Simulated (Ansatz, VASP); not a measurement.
# Hf: VASP beside Ansatz

File INCAR:

```
PREC = Accurate ; ENCUT = 600
EDIFF = 1E-6 ; ISMEAR = -1
SIGMA = 0.15 ; LREAL = F
LASPH = T ; NELM = 100
ALGO = Fast ; ISIF = 3
LWAVE = F ; LCHARG = F
GGA = PE ; IBRION = 2
NSW = 80 ; EDIFFG = -0.001
```

File KPOINTS:

```
Automatic mesh
0
Gamma
  15 15 8
```

File POSCAR:

```
Hf
1.0
    3.2048170805      0.0000000000      0.0000000000
   -1.6024085402      2.7754530062      0.0000000000
    0.0000000000      0.0000000000      5.0676930647
Hf
2
Direct
    0.3333333333      0.6666666667      0.2500000000
    0.6666666667      0.3333333333      0.7500000000
```

Input for Ansatz:

```yaml
crystal:
  lattice:
    - [3.2048170803, 0.0, 0.0]
    - [-1.6024085402, 2.7754530061, 0.0]
    - [0.0, 0.0, 5.0676930643]
  atoms:
    - { symbol: Hf, position: [0.3333333333, 0.6666666667, 0.25] }
    - { symbol: Hf, position: [0.6666666667, 0.3333333333, 0.75] }
basis:
  ecutwfc: 420
kpoints:
  mp_grid: { grid: [15, 15, 8] }
hamiltonian:
  xc: pbe
scf:
  occupations: { method: fermi_dirac, width: 0.15 }
output:
  forces: true
  stress: true
  eigenvalues: true
relax:
  adjacent_minimum: "off"
  f_tol: 0.001
  max_steps: 60
  cell: { stress_tol: 0.01 }
```

Alike in both runs: task relaxation of cell and atoms; functional PBE; k mesh 15 × 15 × 8; occupations fermi-dirac, width 0.15 eV; no spin polarisation.

```csv
,VASP,Ansatz
version,VASP 6.6.1,Ansatz 0.2.0
potentials or method,"VASP PAW PBE potentials, release 64 (Hf_pv), cutoff 600 eV","scalar-relativistic, plane waves, PAW"
valence electrons in the cell,20,52
```

Ansatz gave:

| Item | Value |
| --- | --- |
| gap on the k mesh at the Fermi level, each at its own relaxed structure (eV) | none |
| relaxed volume (Å³/atom) | 22.57 |
| relaxed length of the cell vector where the two differ most in proportion (Å) | 5.082 |

Q: What did VASP give for the same quantities?

A: gap on the k mesh at the Fermi level, each at its own relaxed structure (eV): none; relaxed volume (Å³/atom): 22.48; relaxed length of the cell vector where the two differ most in proportion (Å): 5.073.

A gap of «none» marks a metal or a gap that the smearing closes. VASP's potentials hold 20 valence electrons a cell and Ansatz's 52, so a difference there can come from the potentials and not from the codes.

Spin-orbit coupling is off throughout.
